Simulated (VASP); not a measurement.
# RbBr (I4/mmm) in VASP: settings compared

The runs below take RbBr through single point, with PBE, r2SCAN.

Program: VASP 6.6.1. These are calculated values, not measurements. Logs are shortened: lines on timing, memory, paths and dates and some standing lists are left out, and cuts for length are marked.

**1. The cell of the first run**

The structure is tetragonal, space group I4/mmm (No. 139). Conventional cell: a = 4.718 Å, b = 4.718 Å, c = 6.981 Å, α = 90.00°, β = 90.00°, γ = 90.00°. Rb (site symmetry 4/mmm) has 6 Br at 3.34 to 3.49 Å within 4.4 Å. Within 4.4 Å of Br (site symmetry 4/mmm) lie 6 Rb at 3.34 to 3.49 Å.

**2. Single point, PBE (epitaxial xy strain -3.6%)**

INCAR

```
PREC = Accurate
ENCUT = 520
EDIFF = 1E-6
ISMEAR = -1
SIGMA = 0.02
LREAL = False
LASPH = True
NELM = 100
ALGO = Normal
ISIF = 2
LWAVE = False
LCHARG = False
GGA = PE
NBANDS = 15
```

KPOINTS

```
Automatic mesh
0
Gamma
  6 6 6
```

POSCAR

```
RbBr
1.0
    0.0000000000      3.3358902689      3.4904613031
    3.3358902689      0.0000000000      3.4904613031
    3.3358902689      3.3358902689      0.0000000000
Rb Br
1 1
Direct
    0.0000000000      0.0000000000      0.0000000000
    0.5000000000      0.5000000000      0.5000000000
```

Potentials or basis: VASP PAW PBE potentials, release 64 (Rb_sv, Br).

On the command line:

```
> cat potpaw_PBE.64/Rb_sv/POTCAR potpaw_PBE.64/Br/POTCAR > POTCAR
> mpirun -np 1 vasp_std > vasp.out
```

OUTCAR:

```text
PREC = Accurate
   ENCUT = 520
   EDIFF = 1E-6
   ISMEAR = -1
   LREAL = False
   LASPH = True
   NELM = 100
   ISIF = 2
   GGA = PE

 ion  position               nearest neighbor table
   1  0.000  0.000  0.000-   2 3.34   2 3.34   2 3.34   2 3.34   2 3.49   2 3.49
   2  0.500  0.500  0.500-   1 3.34   1 3.34   1 3.34   1 3.34   1 3.49   1 3.49

  LATTYP: Found a body centered tetragonal cell.
 ALAT       =     4.7176612609
 C/A-ratio  =     1.4797422325

  Lattice vectors:

 A1 = (  -3.3358902689,   0.0000000000,   3.4904613031)
 A2 = (   3.3358902689,   0.0000000000,   3.4904613031)
 A3 = (   0.0000000000,   3.3358902689,  -3.4904613031)

Analysis of symmetry for initial positions (statically):
=====================================================================
 Subroutine PRICEL returns:
 Original cell was already a primitive cell.

 Routine SETGRP: Setting up the symmetry group for a
 body centered tetragonal supercell.

 Subroutine GETGRP returns: Found 16 space group operations
 (whereof 16 operations were pure point group operations)
 out of a pool of 16 trial point group operations.

The static configuration has the point symmetry D_4h.

Analysis of symmetry for dynamics (positions and initial velocities):
=====================================================================
 Subroutine PRICEL returns:
 Original cell was already a primitive cell.

 Routine SETGRP: Setting up the symmetry group for a
 body centered tetragonal supercell.

 Subroutine GETGRP returns: Found 16 space group operations
 (whereof 16 operations were pure point group operations)
 out of a pool of 16 trial point group operations.

The dynamic configuration has the point symmetry D_4h.

 Subroutine INISYM returns: Found 16 space group operations
 (whereof 16 operations are pure point group operations),
 and found     1 'primitive' translations

----------------------------------------------------------------------------------------

                                     Primitive cell

  volume of cell :      77.6849

  direct lattice vectors                    reciprocal lattice vectors
     0.000000000  3.335890269  3.490461303    -0.149885026  0.149885026  0.143247541
     3.335890269  0.000000000  3.490461303     0.149885026 -0.149885026  0.143247541
     3.335890269  3.335890269  0.000000000     0.149885026  0.149885026 -0.143247541

  length of vectors
     4.828196764  4.828196764  4.717661261     0.255833735  0.255833735  0.255833735

  position of ions in fractional coordinates (direct lattice)
     0.000000000  0.000000000  0.000000000
[... 83 lines left out ...]
   NFREE  =      0    steps in history (QN), initial steepest desc. (CG)
   ISIF   =      2    stress and relaxation
   ISYM   =      2    0-nonsym 1-usesym 2-fastsym
   POTIM  = 0.5000    time-step for ionic-motion
   TEBEG  =    0.0;   TEEND  =   0.0 temperature during run
   PSTRESS=    0.0 pullay stress
   NELECT =      16.0000    total number of electrons
   NUPDOWN=      -1.0000    fix difference up-down
   EMIN   =  10.00;   EMAX   =-10.00  energy-range for DOS
   EFERMI =   0.00;   METHOD = LEGACY
   ISMEAR =    -1;   SIGMA  =   0.02  broadening in eV -4-tet -1-fermi 0-gaus
   EFERMI_NEDOS =   21; number of points for ismear=-14 and -15
   IALGO  =     38    algorithm
   IMIX   =      4    mixing-type and parameters
     AMIX     =   0.40;   BMIX     =  1.00
     AMIX_MAG =   1.60;   BMIX_MAG =  1.00
  volume/ion in A,a.u.               =      38.84       262.12
  Fermi-wavevector in a.u.,A,eV,Ry     =   0.966799  1.826985 12.717361  0.934700
  Thomas-Fermi vector in A             =   2.096631
   LORBIT       =      0    0 simple, 1 ext, 2 COOP (PROOUT), +10 PAW based schemes
   GGA     = PE    functional components
   LHFCALC =     F    Hartree Fock is set to
   AEXX    =    0.0000 exact exchange contribution
   IVDW    =     0    specifies the selected vdW correction
   LEPSILON=     F    determine dielectric tensor
   LRPA    =     F    only Hartree local field effects (RPA)
 non-spin polarized calculation
  energy-cutoff  :      520.00
  volume of cell :       77.68
 maximum number of plane-waves:      2106
   NGX = 17   NGY = 17   NGZ = 17

 number of electron      16.0000002 magnetization

 Free energy of the ion-electron system (eV)
  ---------------------------------------------------
  ext. energy  EPLUGINS =         0.00000000
  ---------------------------------------------------
  free energy    TOTEN  =        -6.06101003 eV

  energy without entropy =       -6.06101003  energy(sigma->0) =       -6.06101003

 E-fermi :  -1.0889     XC(G=0):  -7.3728

 val. band max:       -1.5910683058   @ k =   0.0000   0.0000   0.0000
 cond. band min:       2.8349905069   @ k =   0.0000   0.0000   0.0000
 fundamental gap:      4.4260588127
 Fermi energy:        -1.0889051002

 k-point     1 :       0.0000    0.0000    0.0000
  band No.  band energies     occupation
      1     -25.9512      2.00000
      2     -13.8333      2.00000
      3     -10.0361      2.00000
      4     -10.0361      2.00000
      5     -10.0284      2.00000
      6      -1.6498      2.00000
      7      -1.5911      2.00000
      8      -1.5911      2.00000
      9       2.8350      0.00000
     10       5.4917      0.00000
     11       5.7718      0.00000
     12       5.7718      0.00000
     13       6.4867      0.00000
     14       6.7045      0.00000
[... 401 lines left out ...]
      2     -13.8038      2.00000
      3     -10.1902      2.00000
      4     -10.1061      2.00000
      5     -10.0873      2.00000
      6      -2.1480      2.00000
      7      -1.9253      2.00000
      8      -1.8421      2.00000
      9       4.3774      0.00000
     10       5.7954      0.00000
     11       7.4157      0.00000
     12       7.9508      0.00000
     13       8.0845      0.00000
     14       8.8893      0.00000
     15       9.5714      0.00000

 [... further k-points ...]
[... 5 lines left out ...]
  --------------------------------------------------------------------------------------
  -------------------------------------------------------------------------------------
  Total        1.1374082      1.1374082      0.3136040      0.0000000      0.0000000      0.0000000
  in kB       23.4579786     23.4579786      6.4677884      0.0000000      0.0000000      0.0000000
  external PRESSURE =      17.7945819 kB  Pullay stress =       0.0000000 kB

 VOLUME and BASIS-vectors are now :
 -----------------------------------------------------------------------------
  energy-cutoff  :      520.00
  volume of cell :       77.68
      direct lattice vectors                 reciprocal lattice vectors
     0.000000000  3.335890269  3.490461303    -0.149885026  0.149885026  0.143247541
     3.335890269  0.000000000  3.490461303     0.149885026 -0.149885026  0.143247541
     3.335890269  3.335890269  0.000000000     0.149885026  0.149885026 -0.143247541

 POSITION                                       TOTAL-FORCE (eV/Angst)
 -----------------------------------------------------------------------------------
      0.00000      0.00000      0.00000        -0.000000      0.000000      0.000000
      3.33589      3.33589      3.49046         0.000000     -0.000000      0.000000
 -----------------------------------------------------------------------------------
    total drift:                                0.000000      0.000000      0.000000

  FREE ENERGIE OF THE ION-ELECTRON SYSTEM (eV)
  ---------------------------------------------------
  free  energy   TOTEN  =        -6.0610100289 eV

  energy  without entropy=       -6.0610100289  energy(sigma->0) =       -6.06101003
```

It took 18 s on 1 thread of AMD EPYC 9R45 (Zen 5), shared host; peak memory 0.18 GiB.

Results:

| Quantity | Value |
| --- | --- |
| Free energy | -6.0610 eV |
| Pressure | 1.8 GPa |
| Band gap on the k mesh | 4.43 eV, direct |

Levels at points of the mesh, in eV from the valence-band top:
| k point | band 4 | band 5 | band 6 | band 7 | band 8 | band 9 | band 10 | band 11 | band 12 | band 13 |
| --- | --- | --- | --- | --- | --- | --- | --- | --- | --- | --- |
| (0.00, 0.00, 0.00) | -8.45 | -8.44 | -0.06 | 0.00 | 0.00 | 4.43 | 7.08 | 7.36 | 7.36 | 8.08 |
| (0.50, 0.00, 0.00) | -8.44 | -8.37 | -1.08 | -0.42 | -0.41 | 6.88 | 7.81 | 9.56 | 9.60 | 10.11 |
| (0.50, 0.50, 0.00) | -8.52 | -8.52 | -0.56 | -0.14 | -0.14 | 5.58 | 7.23 | 9.19 | 9.25 | 9.55 |
| (0.50, 0.00, 0.50) | -8.55 | -8.51 | -0.47 | -0.22 | -0.18 | 5.53 | 7.26 | 9.30 | 9.42 | 9.59 |

Caveat: the cell differs from its parent crystal (epitaxial xy strain -3.6%).

**3. Single point, PBE (uniaxial x strain -1.4%)**

INCAR

```
ALGO = Normal ; EDIFF = 1E-7
ENCUT = 520 ; GGA = PE
ISIF = 2 ; ISMEAR = -1
LASPH = T ; LCHARG = T
LELF = T ; LREAL = F
LVHAR = T ; LWAVE = F
NBANDS = 15 ; NELM = 80
PREC = Accurate ; SIGMA = 0.02
```

KPOINTS

```
k-points
0
Gamma
  6 6 6
```

POSCAR

```
RbBr
1.0
    0.0000000000      3.4608260907      3.4608260907
    3.4127206081      0.0000000000      3.4608260907
    3.4127206081      3.4608260907      0.0000000000
Rb Br
1 1
Direct
    0.0000000000      0.0000000000      0.0000000000
    0.5000000000      0.5000000000      0.5000000000
```

Potentials or basis: VASP PAW PBE potentials, release 64 (Rb_sv, Br).

On the command line:

```
> cat potpaw_PBE.64/Rb_sv/POTCAR potpaw_PBE.64/Br/POTCAR > POTCAR
> mpirun -np 1 vasp_std > vasp.out
```

OUTCAR:

```text
EDIFF = 1E-7
   ENCUT = 520
   GGA = PE
   ISIF = 2
   ISMEAR = -1
   LASPH = T
   LREAL = F
   NELM = 80
   PREC = Accurate

 ion  position               nearest neighbor table
   1  0.000  0.000  0.000-   2 3.41   2 3.41   2 3.46   2 3.46   2 3.46   2 3.46
   2  0.500  0.500  0.500-   1 3.41   1 3.41   1 3.46   1 3.46   1 3.46   1 3.46

  LATTYP: Found a body centered tetragonal cell.
 ALAT       =     4.8943471945
 C/A-ratio  =     1.3945559939

  Lattice vectors:
[... 608 lines left out ...]
      8      -2.1364      2.00000
      9       5.2214      0.00000
     10       5.4401      0.00000
     11       6.6455      0.00000
     12       6.9115      0.00000
     13       8.3200      0.00000
     14       9.0997      0.00000
     15       9.1943      0.00000

 [... further k-points ...]
[... 5 lines left out ...]
  --------------------------------------------------------------------------------------
  -------------------------------------------------------------------------------------
  Total        0.5554612      0.3265452      0.3265452      0.0000000      0.0000000     -0.0000000
  in kB       10.8861438      6.3997594      6.3997594      0.0000000      0.0000000     -0.0000000
  external PRESSURE =       7.8952208 kB  Pullay stress =       0.0000000 kB

 VOLUME and BASIS-vectors are now :
 -----------------------------------------------------------------------------
  energy-cutoff  :      520.00
  volume of cell :       81.75
      direct lattice vectors                 reciprocal lattice vectors
     0.000000000  3.460826091  3.460826091    -0.146510675  0.144474177  0.144474177
     3.412720608  0.000000000  3.460826091     0.146510675 -0.144474177  0.144474177
     3.412720608  3.460826091  0.000000000     0.146510675  0.144474177 -0.144474177

 POSITION                                       TOTAL-FORCE (eV/Angst)
 -----------------------------------------------------------------------------------
      0.00000      0.00000      0.00000        -0.000000      0.000000     -0.000000
      3.41272      3.46083      3.46083         0.000000     -0.000000      0.000000
 -----------------------------------------------------------------------------------
    total drift:                                0.000000      0.000000      0.000000

  FREE ENERGIE OF THE ION-ELECTRON SYSTEM (eV)
  ---------------------------------------------------
  free  energy   TOTEN  =        -6.1033727164 eV

  energy  without entropy=       -6.1033727164  energy(sigma->0) =       -6.10337272
```

stdout:

```text
POSCAR found type information on POSCAR RbBr
 POSCAR found :  2 types and       2 ions
 scaLAPACK will be used
 LDA part: xc-table for (Slater+PW92), standard interpolation
 POSCAR, INCAR and KPOINTS ok, starting setup
 FFT: planning ... GRIDC
 FFT: planning ... GRID_SOFT
 FFT: planning ... GRID
 WAVECAR not read
 entering main loop
```

Run time: 20 s. Hardware: 1 thread of AMD EPYC 9R45 (Zen 5), shared host; peak memory 0.19 GiB.

What came out:

* Free energy: -6.1034 eV
* Pressure: 0.8 GPa
* Band gap on the k mesh: 4.31 eV, direct

Stress tensor (GPa, compression positive):
```
1.09 0.00 0.00
0.00 0.64 0.00
0.00 0.00 0.64
```

Caveat: the cell differs from its parent crystal (uniaxial x strain -1.4%).

**4. Single point, r2SCAN (epitaxial xy strain -3.6%)**

POSCAR

```
RbBr
1.0
    0.0000000000      3.3358902689      3.4904613031
    3.3358902689      0.0000000000      3.4904613031
    3.3358902689      3.3358902689      0.0000000000
Rb Br
1 1
Direct
    0.0000000000      0.0000000000      0.0000000000
    0.5000000000      0.5000000000      0.5000000000
```

INCAR.step1

```
ALGO = Normal
EDIFF = 1E-4
ENCUT = 520
GGA = PE
ISMEAR = 0
LASPH = True
LCHARG = False
LREAL = False
LWAVE = True
NBANDS = 15
NELM = 80
PREC = Accurate
SIGMA = 0.01
```

INCAR.step2

```
ALGO = Normal
EDIFF = 1E-7
ENCUT = 520
ISIF = 2
ISMEAR = 0
ISTART = 1
LASPH = True
LCHARG = True
LELF = True
LMIXTAU = True
LREAL = False
LVHAR = True
LWAVE = False
METAGGA = R2SCAN
NBANDS = 15
NELM = 80
PREC = Accurate
SIGMA = 0.01
```

KPOINTS is that of step 3.

On the command line:

```
> cat potpaw_PBE.64/Rb_sv/POTCAR potpaw_PBE.64/Br/POTCAR > POTCAR
> cp INCAR.step1 INCAR
> mpirun -np 1 vasp_std > vasp.out
> cp INCAR.step2 INCAR
> mpirun -np 1 vasp_std > vasp.out
```

It took 92 s on 1 thread of AMD EPYC 9R45 (Zen 5), shared host; peak memory 0.2 GiB.

Results (log left out):

- Free energy: -31.1238 eV
- Pressure: 1.2 GPa
- Band gap on the k mesh: 5.03 eV, direct

Stress tensor (GPa, compression positive):
```
1.85 0.00 0.00
0.00 1.85 0.00
0.00 0.00 0.03
```

Levels at points of the mesh, in eV from the valence-band top:
| k point | band 6 | band 7 | band 8 | band 9 | band 10 | band 11 |
| --- | --- | --- | --- | --- | --- | --- |
| (0.00, 0.00, 0.00) | -0.06 | 0.00 | 0.00 | 5.03 | 7.68 | 7.96 |
| (0.50, 0.00, 0.00) | -1.06 | -0.41 | -0.41 | 7.35 | 8.37 | 10.30 |
| (0.50, 0.50, 0.00) | -0.58 | -0.14 | -0.14 | 6.04 | 8.06 | 9.77 |
| (0.50, 0.00, 0.50) | -0.47 | -0.23 | -0.18 | 5.98 | 8.08 | 9.93 |

Caveat: the cell differs from its parent crystal (epitaxial xy strain -3.6%); the PAW data sets were made with another functional, which shifts forces and pressure a little.

**5. Single point, r2SCAN (uniaxial x strain -1.4%)**

POSCAR

```
RbBr
1.0
    0.0000000000      3.4608260907      3.4608260907
    3.4127206081      0.0000000000      3.4608260907
    3.4127206081      3.4608260907      0.0000000000
Rb Br
1 1
Direct
    0.0000000000      0.0000000000      0.0000000000
    0.5000000000      0.5000000000      0.5000000000
```

INCAR.step1 is that of step 4.

Changes to INCAR.step2 since step 4:

```diff
@@ -1,3 +1,3 @@
 ALGO = Normal
-EDIFF = 1E-7
+EDIFF = 1E-6
 ENCUT = 520
```

KPOINTS is that of step 4.

On the command line:

```
> cat potpaw_PBE.64/Rb_sv/POTCAR potpaw_PBE.64/Br/POTCAR > POTCAR
> cp INCAR.step1 INCAR
> mpirun -np 1 vasp_std > vasp.out
> cp INCAR.step2 INCAR
> mpirun -np 1 vasp_std > vasp.out
```

Wall time 80 s (1 thread of AMD EPYC 9R45 (Zen 5), shared host); peak memory 0.2 GiB.

Results (log left out):

```yaml
Free_energy: -31.1535 eV
Pressure: 0.3 GPa
Band_gap_on_the_k_mesh: 4.92 eV, direct
```

Stress tensor (GPa, compression positive):
```
0.58 0.00 0.00
0.00 0.10 0.00
0.00 0.00 0.10
```

Levels at points of the mesh, in eV from the valence-band top:
```
           k point  band 5  band 6  band 7  band 8  band 9  band 10  band 11  band 12
(0.00, 0.00, 0.00)   -8.73   -0.02   -0.02    0.00    4.92     7.84     7.84     7.92
(0.50, 0.00, 0.00)   -8.68   -0.96   -0.35   -0.35    7.24     8.21    10.16    10.17
(0.50, 0.50, 0.00)   -8.79   -0.50   -0.17   -0.16    6.07     7.87     9.61    10.00
(0.00, 0.50, 0.50)   -8.80   -0.47   -0.18   -0.18    6.05     7.89     9.66    10.03
```

Caveat: the cell differs from its parent crystal (uniaxial x strain -1.4%); the PAW data sets were made with another functional, which shifts forces and pressure a little.

**6. Summary**

```tsv
level	cell	smearing	gap on the mesh (eV)	pressure (GPa)
PBE	a = 4.828, b = 4.828, c = 4.718 Å, angles 60.8, 60.8, 58.5°, 2 atoms	fermi-dirac 0.02 eV	4.43	1.8
PBE	a = 4.894, b = 4.860, c = 4.860 Å, angles 60.5, 59.8, 59.8°, 2 atoms	fermi-dirac 0.02 eV	4.31	0.8
r2SCAN	a = 4.828, b = 4.828, c = 4.718 Å, angles 60.8, 60.8, 58.5°, 2 atoms	gaussian 0.01 eV	5.03	1.2
r2SCAN	a = 4.894, b = 4.860, c = 4.860 Å, angles 60.5, 59.8, 59.8°, 2 atoms	gaussian 0.01 eV	4.92	0.3
```

Alike in all rows: task single point; potentials or basis VASP PAW PBE potentials, release 64 (Rb_sv, Br); no spin polarisation; k mesh 6 × 6 × 6; cutoff (eV) 520.

Caveats: the PAW data sets were made with another functional, which shifts forces and pressure a little (some runs).

Total energies depend on the potentials used, so only differences within one code and one set of settings carry meaning.
